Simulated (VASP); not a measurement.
# PtSe2 (P-3m1) in VASP: a series of runs

The runs below take PtSe2 through single point, with r2SCAN.

Program: VASP 6.6.1. These are calculated values, not measurements. Logs are shortened: lines on timing, memory, paths and dates and some standing lists are left out, and cuts for length are marked.

### 1 The cell of the first run

It takes space group P-3m1 (No. 164, trigonal). Conventional cell: a = 3.595 Å, b = 3.595 Å, c = 4.887 Å, α = 90.00°, β = 90.00°, γ = 120.00°. Pt (site symmetry -3m) has 6 Se at 2.41 Å within 3.2 Å. Within 3.3 Å of Se (site symmetry 3m) lie 3 Pt at 2.41 Å and 6 Se at 3.21 Å.

### 2 Single point, r2SCAN

POSCAR

```
PtSe2
1.0
    3.5954824683      0.0000000000      0.0000000000
   -1.7977412341      3.1137795390      0.0000000000
    0.0000000000      0.0000000000      4.8873072649
Pt Se
1 2
Direct
    0.0000000000      0.0000000000      0.0000000000
    0.3333333333      0.6666666667      0.2500000000
    0.6666666667      0.3333333333      0.7500000000
```

INCAR.step1

```
SYSTEM = PtSe2
PREC     = Accurate       ! precision mode
ENCUT    = 520            ! plane-wave cutoff, eV
ISMEAR   = -1             ! smearing method
SIGMA    = 0.1            ! smearing width, eV
LREAL    = .False.        ! projectors in reciprocal space
LASPH    = .True.         ! aspherical terms in the spheres
NELM     = 60             ! most SCF steps
NBANDS   = 18             ! bands
GGA      = PE             ! functional
ALGO     = Normal         ! electronic algorithm
EDIFF    = 1E-4           ! SCF threshold, eV
LWAVE    = .True.         ! write WAVECAR
LCHARG   = .False.        ! write CHGCAR
```

INCAR.step2

```
SYSTEM = PtSe2
PREC     = Accurate       ! precision mode
ENCUT    = 520            ! plane-wave cutoff, eV
EDIFF    = 1E-6           ! SCF threshold, eV
ISMEAR   = -1             ! smearing method
SIGMA    = 0.1            ! smearing width, eV
LREAL    = .False.        ! projectors in reciprocal space
LASPH    = .True.         ! aspherical terms in the spheres
NELM     = 60             ! most SCF steps
ALGO     = Normal         ! electronic algorithm
ISIF     = 2              ! what is computed and relaxed
LWAVE    = .False.        ! write WAVECAR
LCHARG   = .False.        ! write CHGCAR
METAGGA  = R2SCAN         ! meta-GGA
LMIXTAU  = .True.       
NBANDS   = 18             ! bands
ISTART   = 1
```

KPOINTS

```
regular mesh
0
Gamma
  9 9 6
  0 0 0
```

Potentials or basis: VASP PAW PBE potentials, release 64 (Pt, Se).

Command:

```bash
$ cat potpaw_PBE.64/Pt/POTCAR potpaw_PBE.64/Se/POTCAR > POTCAR
$ cp INCAR.step1 INCAR
$ mpirun -np 1 vasp_std > vasp.out
$ cp INCAR.step2 INCAR
$ mpirun -np 1 vasp_std > vasp.out
```

OUTCAR:

```text
SYSTEM = PtSe2
   PREC = Accurate
   ENCUT = 520
   EDIFF = 1E-6
   ISMEAR = -1
   LREAL = .False.
   LASPH = .True.
   NELM = 60
   ISIF = 2
   METAGGA = R2SCAN
   ISTART = 1

 ion  position               nearest neighbor table
   1  0.000  0.000  0.000-   2 2.41   3 2.41   3 2.41   2 2.41   3 2.41   2 2.41
   2  0.333  0.667  0.250-   1 2.41   1 2.41   1 2.41
   3  0.667  0.333  0.750-   1 2.41   1 2.41   1 2.41

  LATTYP: Found a hexagonal cell.
 ALAT       =     3.5954824683
 C/A-ratio  =     1.3592910849

  Lattice vectors:

 A1 = (   3.5954824683,   0.0000000000,   0.0000000000)
 A2 = (  -1.7977412341,   3.1137795390,   0.0000000000)
 A3 = (   0.0000000000,   0.0000000000,   4.8873072649)

Analysis of symmetry for initial positions (statically):
=====================================================================
 Subroutine PRICEL returns:
 Original cell was already a primitive cell.

 Routine SETGRP: Setting up the symmetry group for a
 hexagonal supercell.

 Subroutine GETGRP returns: Found 12 space group operations
 (whereof 12 operations were pure point group operations)
 out of a pool of 24 trial point group operations.

The static configuration has the point symmetry D_3d.

Analysis of symmetry for dynamics (positions and initial velocities):
=====================================================================
 Subroutine PRICEL returns:
 Original cell was already a primitive cell.

 Routine SETGRP: Setting up the symmetry group for a
 hexagonal supercell.

 Subroutine GETGRP returns: Found 12 space group operations
 (whereof 12 operations were pure point group operations)
 out of a pool of 24 trial point group operations.

The dynamic configuration has the point symmetry D_3d.

 Subroutine INISYM returns: Found 12 space group operations
 (whereof 12 operations are pure point group operations),
 and found     1 'primitive' translations

----------------------------------------------------------------------------------------

                                     Primitive cell

  volume of cell :      54.7160

  direct lattice vectors                    reciprocal lattice vectors
     3.595482468  0.000000000  0.000000000     0.278126791  0.160576558  0.000000000
    -1.797741234  3.113779539  0.000000000     0.000000000  0.321153116  0.000000000
     0.000000000  0.000000000  4.887307265     0.000000000  0.000000000  0.204611649

  length of vectors
     3.595482468  3.595482800  4.887307265     0.321153145  0.321153116  0.204611649

  position of ions in fractional coordinates (direct lattice)
     0.000000000  0.000000000  0.000000000
     0.333333333  0.666666667  0.250000000
     0.666666667  0.333333333  0.750000000

  ion indices of the primitive-cell ions
   primitive index   ion index
                 1           1
                 2           2
                 3           3

----------------------------------------------------------------------------------------

 KPOINTS: regular mesh

Automatic generation of k-mesh.
 Grid dimensions read from file:
 generate k-points for:    9    9    6

 Generating k-lattice:

  Cartesian coordinates                     Fractional coordinates (reciprocal lattice)
     0.030902977  0.017841840  0.000000000     0.111111111 -0.000000000  0.000000000
     0.000000000  0.035683680  0.000000000     0.000000000  0.111111111  0.000000000
     0.000000000  0.000000000  0.034101942     0.000000000  0.000000000  0.166666667

  Length of vectors
     0.035683683  0.035683680  0.034101942

  Shift w.r.t. Gamma in fractional coordinates (k-lattice)
     0.000000000  0.000000000  0.000000000

 Subroutine IBZKPT returns following result:
 ===========================================

 Found     62 irreducible k-points:

 Following reciprocal coordinates:
            Coordinates               Weight
  0.000000  0.000000  0.000000      1.000000
  0.111111  0.000000  0.000000      6.000000
  0.222222  0.000000  0.000000      6.000000
  0.333333  0.000000  0.000000      6.000000
  0.444444  0.000000  0.000000      6.000000
  0.111111  0.111111  0.000000      6.000000
[... 16 lines left out ...]
  0.222222  0.111111  0.166667     12.000000
 -0.111111  0.333333  0.166667     12.000000
 [... further k-points ...]
   k-points           NKPTS =     62   k-points in BZ     NKDIM =     62   number of bands    NBANDS=     18
   number of dos      NEDOS =    301   number of ions     NIONS =      3
   total plane-waves  NPLWV =  28224
   dimension x,y,z NGX =    28 NGY =   28 NGZ =   36
   dimension x,y,z NGXF=    56 NGYF=   56 NGZF=   72
   ions per type =               1   2
   NGX,Y,Z   is equivalent  to a cutoff of  12.95, 12.95, 12.25 a.u.
   NGXF,Y,Z  is equivalent  to a cutoff of  25.89, 25.89, 24.49 a.u.
 SYSTEM =  PtSe2
   PREC   = accura    normal or accurate (medium, high low for compatibility)
   ISTART =      1    job   : 0-new  1-cont  2-samecut
   ICHARG =      0    charge: 1-file 2-atom 10-const
   ISPIN  =      1    spin polarized calculation?
   LNONCOLLINEAR =      F non collinear calculations
   LSORBIT =      F    spin-orbit coupling
   LASPH  =      T    aspherical Exc in radial PAW
   ENCUT  =  520.0 eV  38.22 Ry    6.18 a.u.   6.69  6.69  9.09*2*pi/ulx,y,z
   NELM   =     60;   NELMIN=  2; NELMDL=  0     # of ELM steps
   EDIFF  = 0.1E-05   stopping-criterion for ELM
   LREAL  =      F    real-space projection
   EDIFFG = 0.1E-04   stopping-criterion for IOM
   NSW    =      0    number of steps for IOM
   IBRION =     -1    ionic relax: 0-MD 1-quasi-New 2-CG
   NFREE  =      0    steps in history (QN), initial steepest desc. (CG)
   ISIF   =      2    stress and relaxation
   ISYM   =      2    0-nonsym 1-usesym 2-fastsym
   POTIM  = 0.5000    time-step for ionic-motion
   TEBEG  =    0.0;   TEEND  =   0.0 temperature during run
   PSTRESS=    0.0 pullay stress
   NELECT =      22.0000    total number of electrons
   NUPDOWN=      -1.0000    fix difference up-down
   EMIN   =  10.00;   EMAX   =-10.00  energy-range for DOS
   EFERMI =   0.00;   METHOD = LEGACY
   ISMEAR =    -1;   SIGMA  =   0.10  broadening in eV -4-tet -1-fermi 0-gaus
   EFERMI_NEDOS =   21; number of points for ismear=-14 and -15
   IALGO  =     38    algorithm
   IMIX   =      4    mixing-type and parameters
     AMIX     =   0.40;   BMIX     =  1.00
     AMIX_MAG =   1.60;   BMIX_MAG =  1.00
  volume/ion in A,a.u.               =      18.24       123.08
  Fermi-wavevector in a.u.,A,eV,Ry     =   1.208308  2.283370 19.864604  1.460007
  Thomas-Fermi vector in A             =   2.343919
   LORBIT       =      0    0 simple, 1 ext, 2 COOP (PROOUT), +10 PAW based schemes
   METAGGA = R2SCAN    functional components
   LHFCALC =     F    Hartree Fock is set to
   AEXX    =    0.0000 exact exchange contribution
   IVDW    =     0    specifies the selected vdW correction
   LEPSILON=     F    determine dielectric tensor
   LRPA    =     F    only Hartree local field effects (RPA)
 non-spin polarized calculation
  energy-cutoff  :      520.00
  volume of cell :       54.72
 maximum number of plane-waves:      1506
 NGX is ok and might be reduce to    28
   NGX = 13   NGY = 13   NGZ = 19

 number of electron      21.9999998 magnetization

 Free energy of the ion-electron system (eV)
  ---------------------------------------------------
  ext. energy  EPLUGINS =         0.00000000
  ---------------------------------------------------
  free energy    TOTEN  =       -80.90047561 eV

  energy without entropy =      -80.88538035  energy(sigma->0) =      -80.89292798

 E-fermi :   7.9796     XC(G=0): -11.8389

 val. band max:        7.8928017561   @ k =   0.1111   0.0000   0.0000
 cond. band min:       8.0347248381   @ k =   0.0000   0.1111   0.1667
 fundamental gap:      0.1419230820
 Fermi energy:         7.9796348073

 k-point     1 :       0.0000    0.0000    0.0000
  band No.  band energies     occupation
      1      -9.5429      2.00000
      2      -5.8862      2.00000
      3      -0.6364      2.00000
      4       0.1113      2.00000
      5       0.1113      2.00000
      6       2.9344      2.00000
[... 10 lines left out ...]
     17      15.5398      0.00000
     18      20.8524      0.00000

 k-point     2 :       0.1111    0.0000    0.0000
  band No.  band energies     occupation
      1      -9.3709      2.00000
      2      -5.9899      2.00000
      3      -0.4480      2.00000
      4       0.2229      2.00000
      5       0.2494      2.00000
      6       2.7331      2.00000
[... 10 lines left out ...]
     17      16.0802      0.00000
     18      18.6707      0.00000

 k-point     3 :       0.2222    0.0000    0.0000
  band No.  band energies     occupation
      1      -8.8840      2.00000
      2      -6.2487      2.00000
      3       0.0503      2.00000
      4       0.5092      2.00000
      5       0.6205      2.00000
      6       1.9938      2.00000
[... 10 lines left out ...]
     17      16.8603      0.00000
     18      16.8983      0.00000

 k-point     4 :       0.3333    0.0000    0.0000
  band No.  band energies     occupation
      1      -8.1836      2.00000
      2      -6.5698      2.00000
      3       0.1481      2.00000
      4       0.8014      2.00000
      5       0.9920      2.00000
      6       1.6247      2.00000
[... 375 lines left out ...]
      4       0.4127      2.00000
      5       0.8588      2.00000
      6       2.3158      2.00000
[... 10 lines left out ...]
     17      16.4383      0.00000
     18      17.3612      0.00000

 k-point    23 :       0.2222    0.1111    0.1667
  band No.  band energies     occupation
      1      -8.3239      2.00000
      2      -6.6345      2.00000
      3       0.2530      2.00000
      4       0.6616      2.00000
      5       1.0292      2.00000
      6       1.8490      2.00000
[... 10 lines left out ...]
     17      17.0379      0.00000
     18      17.3813      0.00000

 k-point    24 :      -0.1111    0.3333    0.1667
  band No.  band energies     occupation
      1      -8.3643      2.00000
      2      -6.5392      2.00000
      3      -0.0621      2.00000
      4       0.5657      2.00000
      5       1.2417      2.00000
      6       1.5102      2.00000
[... 10 lines left out ...]
     17      16.4270      0.00000
     18      18.2794      0.00000

 [... further k-points ...]

------------------------ aborting loop because EDIFF is reached ----------------------------------------

  FORCE on cell =-STRESS in cart. coord.  units (eV):
  Direction    XX          YY          ZZ          XY          YZ          ZX
  --------------------------------------------------------------------------------------
  -------------------------------------------------------------------------------------
  Total        9.2709445      9.2709468      6.8578449      0.0000000      0.0000000      0.0000000
  in kB      271.4687760    271.4688427    200.8091793      0.0000000      0.0000000      0.0000000
  external PRESSURE =     247.9155993 kB  Pullay stress =       0.0000000 kB

 VOLUME and BASIS-vectors are now :
 -----------------------------------------------------------------------------
  energy-cutoff  :      520.00
  volume of cell :       54.72
      direct lattice vectors                 reciprocal lattice vectors
     3.595482468  0.000000000  0.000000000     0.278126791  0.160576558  0.000000000
    -1.797741234  3.113779539  0.000000000     0.000000000  0.321153116  0.000000000
     0.000000000  0.000000000  4.887307265     0.000000000  0.000000000  0.204611649

 POSITION                                       TOTAL-FORCE (eV/Angst)
 -----------------------------------------------------------------------------------
      0.00000      0.00000      0.00000        -0.000000      0.000000     -0.000000
     -0.00000      2.07585      1.22183         0.000000      0.000000      1.992881
      1.79774      1.03793      3.66548        -0.000000     -0.000000     -1.992881
 -----------------------------------------------------------------------------------
    total drift:                               -0.000000     -0.000000     -0.000000

  FREE ENERGIE OF THE ION-ELECTRON SYSTEM (eV)
  ---------------------------------------------------
  free  energy   TOTEN  =       -80.9004756117 eV

  energy  without entropy=      -80.8853803523  energy(sigma->0) =      -80.89292798
```

It took 5.4 min on 1 thread of Intel Xeon 8259CL, shared host; peak memory 0.22 GiB.

Results:

```
Free energy            : -80.9005 eV
Pressure               : 24.8 GPa
Largest force          : 1.993 eV/Å
Band gap on the k mesh : zero (bands 11 and 12 overlap by 0.25 eV)
```

Forces in eV/Å, atoms in the order of the input:
```
Pt   0.000  0.000  0.000
Se   0.000  0.000  1.993
Se   0.000  0.000 -1.993
```

Stress tensor (GPa, compression positive):
```
27.15  0.00  0.00
 0.00 27.15  0.00
 0.00  0.00 20.08
```

Levels at points of the mesh, in eV from the Fermi level:
| k point | band 9 | band 10 | band 11 | band 12 | band 13 | band 14 |
| --- | --- | --- | --- | --- | --- | --- |
| (0.00, 0.00, 0.00) | -1.41 | -1.41 | 0.32 | 1.62 | 1.62 | 3.69 |
| (0.00, 0.00, 0.50) | -1.92 | -1.92 | -1.74 | 2.71 | 2.71 | 5.05 |

Caveat: the stress differs along the axes, from 20 to 27 GPa; the PAW data sets were made with another functional, which shifts forces and pressure a little; spin-orbit coupling is left out, which moves the levels of the heavy elements.

(Continued in part 2 of 2.)

The gap in the log of VASP goes by the Fermi energy; the results here count the filled bands.